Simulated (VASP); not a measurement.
## Ti: relaxation of cell and atoms with PBEsol

Crystal: Ti.

```xyz
4
Lattice="4.6866 0.0000 0.0000 -2.3433 4.0587 0.0000 0.0000 0.0000 4.7467" Properties=species:S:1:pos:R:3 pbc="T T T"
Ti    2.3433    1.3529    0.0001
Ti    0.0000    2.7058    2.3734
Ti    2.3433    1.3529    2.3733
Ti    0.0000    2.7058    4.7467
```

This isn't the form of Ti at room conditions, which is hcp.

```json
{"Program": "VASP 6.6.1", "Task": "relaxation of cell and atoms", "Functional": "PBEsol", "Potentials or basis": "VASP PAW PBE potentials, release 64 (Ti_sv)", "Cutoff": "600 eV", "k mesh": "12 × 12 × 10", "Occupations": "gaussian, width 0.1 eV", "Spin": "no spin polarisation", "Dipole correction": "no", "Further INCAR settings": "ALGO = Fast; EDIFF = 1e-06; IBRION = 2; EDIFFG = -0.01; NSW = 80; ISIF = 3"}
```

| Quantity | Value |
| --- | --- |
| Relaxed volume | 22.48 Å³/atom |
| Relaxed cell | a = 4.673 Å, b = 4.673 Å, c = 4.753 Å, α = 90.00°, β = 90.00°, γ = 120.00° |
| Space group after relaxing (to 0.1 Å) | P6/mmm (No. 191) |
| Energy gained by relaxing | 0.3 meV/atom |
| Ionic steps | 7 |
| Pressure after relaxing | 0.1 GPa |
| Band gap on the k mesh | zero (bands 24 and 25 overlap by 0.91 eV) |

Step by step:
| step | energy change (eV) | largest force (eV/Å) | pressure (GPa) | volume (Å³) |
| --- | --- | --- | --- | --- |
| 1 | 0.0000 | 0.0018 | -0.23 | 90.29 |
| 2 | -0.0008 | 0.0008 | 0.02 | 89.87 |
| 3 | -0.0010 | 0.0006 | 0.08 | 89.84 |
| 4 | -0.0010 | 0.0003 | 0.10 | 89.84 |
| 5 | -0.0010 | 0.0003 | 0.11 | 89.86 |
| 6 | -0.0011 | 0.0006 | 0.04 | 89.94 |
| 7 | -0.0011 | 0.0005 | 0.05 | 89.91 |

Final structure:
```yaml
crystal:
  lattice:
    - [4.67332, 0.00000, 0.00000]
    - [-2.33666, 4.04722, 0.00000]
    - [0.00000, 0.00000, 4.75340]
  atoms:
    - { symbol: Ti, position: [0.66667, 0.33333, 0.99999] }
    - { symbol: Ti, position: [0.33333, 0.66667, 0.50000] }
    - { symbol: Ti, position: [0.66667, 0.33333, 0.50001] }
    - { symbol: Ti, position: [0.33333, 0.66667, 0.00001] }
```

Levels at points of the mesh, in eV from the Fermi level:
```csv
k point,band 20,band 21,band 22,band 23,band 24,band 25,band 26,band 27,band 28
"(0.00, 0.00, 0.00)",-1.35,-0.93,-0.01,-0.01,0.10,0.10,0.10,0.55,0.55
"(0.50, 0.00, 0.00)",-1.76,-1.32,-0.89,-0.55,-0.43,-0.36,0.67,0.99,1.08
"(0.00, 0.00, 0.50)",-0.40,-0.40,-0.40,0.55,0.55,0.55,0.55,0.76,0.76
"(0.50, 0.00, 0.50)",-1.31,-0.61,-0.61,-0.34,-0.34,0.42,0.42,1.02,1.02
```

Run time: 84 min on 1 thread of Intel(R) Xeon(R) Platinum 8259CL CPU @ 2.50GHz (Skylake/Cascade Lake), on a shared host, peak memory 0.45 GiB.

Caveat: the PAW data sets were made with another functional, which shifts forces and pressure a little.
